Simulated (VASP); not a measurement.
Wanted: the native input for a VASP 6.6.1 run.

| Quantity | Value |
| --- | --- |
| Task | relaxation of shape and atoms at fixed volume |
| Functional | PBE |
| Potentials or basis | VASP PAW PBE potentials, release 64 (Zn, Se, S) |
| Cutoff | 600 eV |
| k mesh | 12 × 12 × 4 |
| Occupations | gaussian, width 0.02 eV |
| Spin | no spin polarisation |
| Dipole correction | no |
| Further INCAR settings | ALGO = Normal; EDIFF = 1e-06; IBRION = 2; EDIFFG = -0.01; NSW = 50; ISIF = 4 |

The structure of Zn3Se2S lies in POSCAR:

```
Zn3Se2S
1.0
    4.0254559224      0.0000000292      0.0000000000
   -2.0127279865      3.4861470761      0.0000000000
    0.0000000000      0.0000000000      9.8622855004
Zn Se S
3 2 1
Direct
    0.0000000000      0.0000000000      0.9904880000
    0.6666666667      0.3333333333      0.3330910000
    0.3333333333      0.6666666667      0.6760390000
    0.6666666667      0.3333333333      0.0796640000
    0.3333333333      0.6666666667      0.4216970000
    0.0000000000      0.0000000000      0.7490200000
```

One way to write it, as run:

INCAR

```
SYSTEM = Zn3Se2S
PREC = Accurate
ENCUT = 600
EDIFF = 1E-6
ISMEAR = 0
SIGMA = 0.02
LREAL = .FALSE.
LASPH = .TRUE.
NELM = 80
ALGO = Normal
ISIF = 4
LWAVE = .FALSE.
LCHARG = .FALSE.
GGA = PE
IBRION = 2
NSW = 50
EDIFFG = -0.01
```

KPOINTS

```
Automatic mesh
0
G
  12 12 4
  0 0 0
```

Potentials or basis: VASP PAW PBE potentials, release 64 (Zn, Se, S).

Command:

```console
$ cat potpaw_PBE.64/Zn/POTCAR potpaw_PBE.64/Se/POTCAR potpaw_PBE.64/S/POTCAR > POTCAR
$ mpirun -np 1 vasp_std > vasp.out
```

It gave:

```yaml
Energy_gained_by_relaxing: 0.0 meV/atom
Ionic_steps: 3
Pressure_after_relaxing: -1.5 GPa
Largest_force_after_relaxing: 0.004 eV/Å
Band_gap_on_the_k_mesh: 1.15 eV
```

Wall time 17 min on 1 thread of Oxide Virtual Turin-like Processor, with other jobs on the host, peak memory 0.49 GiB.
